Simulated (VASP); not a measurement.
A run of VASP 6.6.1:

File INCAR:

```
PREC     = Accurate       # precision mode
ENCUT    = 600            # plane-wave cutoff, eV
EDIFF    = 1E-7           # SCF threshold, eV
ISMEAR   = 0              # smearing method
SIGMA    = 0.1            # smearing width, eV
LREAL    = False          # projectors in reciprocal space
LASPH    = True           # aspherical terms in the spheres
NELM     = 100            # most SCF steps
ALGO     = Normal         # electronic algorithm
ISIF     = 3              # what is computed and relaxed
LWAVE    = False          # write WAVECAR
LCHARG   = False          # write CHGCAR
GGA      = PE             # functional
IBRION   = 2              # ionic algorithm
NSW      = 100            # ionic steps
EDIFFG   = -0.01          # ionic threshold
```

KPOINTS

```
Automatic mesh
0
Gamma
  6 6 10
```

The input POSCAR:

```
Al2Te3H
1.0
    6.9957688203      0.0000000000      0.0000000000
   -3.4978844101      6.0585135174      0.0000000000
    0.0000000000      0.0000000000      4.0831627490
Al Te H
2 3 1
Direct
    0.6666666667      0.3333333333      0.5000000000
    0.3333333333      0.6666666667      0.5000000000
    0.0000000000      0.5000000000      0.0000000000
    0.5000000000      0.5000000000      0.0000000000
    0.5000000000      0.0000000000      0.0000000000
    0.0000000000      0.0000000000      0.5000000000
```

Potentials or basis: VASP PAW PBE potentials, release 64 (Al, Te, H).

Run with:

```sh
$ cat potpaw_PBE.64/Al/POTCAR potpaw_PBE.64/Te/POTCAR potpaw_PBE.64/H/POTCAR > POTCAR
$ mpirun -np 1 vasp_std > vasp.out
```

Hardware: 1 thread of Intel(R) Xeon(R) 6975P-C (Granite Rapids), on a shared host.

Problem. Estimate the wall time of this run.

Solution. Run time: 8.8 min on 1 thread of Intel(R) Xeon(R) 6975P-C (Granite Rapids), on a shared host, peak memory 0.43 GiB. Counts: scf iterations 93, k points 42, ion steps 6.
